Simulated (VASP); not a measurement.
A run of VASP 6.6.1 is set up as follows.

File INCAR:

```
PREC = Accurate ; ENCUT = 520
EDIFF = 1E-7 ; ISMEAR = 0
SIGMA = 0.1 ; LREAL = False
LASPH = True ; NELM = 60
ALGO = Normal ; ISIF = 2
LWAVE = False ; LCHARG = False
GGA = PE ; NBANDS = 38
```

The input KPOINTS:

```
regular mesh
0
Gamma
  6 6 2
```

Contents of POSCAR:

```
ZrSn2S3
1.0
    3.6034483417      0.0000000000      0.0000000000
   -1.8017241708      3.1206778051      0.0000000000
    0.0000000000      0.0000000000     12.6176820697
Zr Sn S
1 2 3
Direct
    0.0000000000      0.0000000000      0.0000000000
    0.3333333333      0.6666666667      0.6540062415
    0.6666666667      0.3333333333      0.3459937585
    0.3333333333      0.6666666667      0.1211324431
    0.6666666667      0.3333333333      0.8788675569
    0.0000000000      0.0000000000      0.5000000000
```

Potentials or basis: VASP PAW PBE potentials, release 64 (Zr_sv, Sn_d, S).

Launch:

```sh
$ cat potpaw_PBE.64/Zr_sv/POTCAR potpaw_PBE.64/Sn_d/POTCAR potpaw_PBE.64/S/POTCAR > POTCAR
$ mpirun -np 1 vasp_std > vasp.out
```

**Question.** Predict the band gap on the k mesh.

**Answer.** Zero (bands 29 and 30 overlap by 1.14 eV).

**Question.** Estimate the pressure.

**Answer.** 0.0 GPa.

**Question.** Estimate the largest force.

**Answer.** 0.015 eV/Å.

Stress tensor (GPa, compression positive):
```
-0.04  0.00  0.00
 0.00 -0.04  0.00
 0.00  0.00  0.19
```

Caveat: spin-orbit coupling is left out, which moves the levels of the heavy elements.
